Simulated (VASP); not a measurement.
Wanted: the native input for a VASP 6.6.1 run.

```yaml
Task: single point
Functional: PBE
Potentials_or_basis: VASP PAW PBE potentials, release 64 (Fe, Bi_d)
Cutoff: 520 eV
k_mesh: 10 × 10 × 10
Occupations: gaussian, width 0.05 eV
Spin: collinear spin, ferromagnetic start
Starting_moments: "[2.96, 0.0] μB"
Dipole_correction: no
Further_INCAR_settings: ALGO = Fast; EDIFF = 1e-07; NBANDS = 22
```

The structure of FeBi lies in POSCAR:

```
FeBi
1.0
    0.0000000000      2.8315892879      2.8315892879
    2.8315892879      0.0000000000      2.8315892879
    2.8315892879      2.8315892879      0.0000000000
Fe Bi
1 1
Direct
    0.5000000000      0.5000000000      0.5000000000
    0.0000000000      0.0000000000      0.0000000000
```

These files were run (other wordings do the same):

INCAR

```
PREC = Accurate
ENCUT = 520
EDIFF = 1E-7
ISMEAR = 0
SIGMA = 0.05
LREAL = False
LASPH = True
NELM = 150
ALGO = Fast
ISIF = 2
LWAVE = False
LCHARG = False
ISPIN = 2
MAGMOM = 2.96 0
LORBIT = 11
LMAXMIX = 4
GGA = PE
NBANDS = 22
```

KPOINTS

```
regular mesh
0
Gamma
  10 10 10
```

Potentials or basis: VASP PAW PBE potentials, release 64 (Fe, Bi_d).

The run is started by

```console
$ cat potpaw_PBE.64/Fe/POTCAR potpaw_PBE.64/Bi_d/POTCAR > POTCAR
$ mpirun -np 1 vasp_std > vasp.out
```

Results of the run:

* Pressure: -2.6 GPa
* Net moment: 2.69 μB per cell
* Site moments: Fe +2.73; Bi -0.08 μB
* Valence electrons inside the program's atomic spheres: Fe 6.85; Bi 12.88

Run time: 58 s on 1 thread of Intel(R) Xeon(R) 6975P-C (Granite Rapids), on a shared host, peak memory 0.23 GiB.
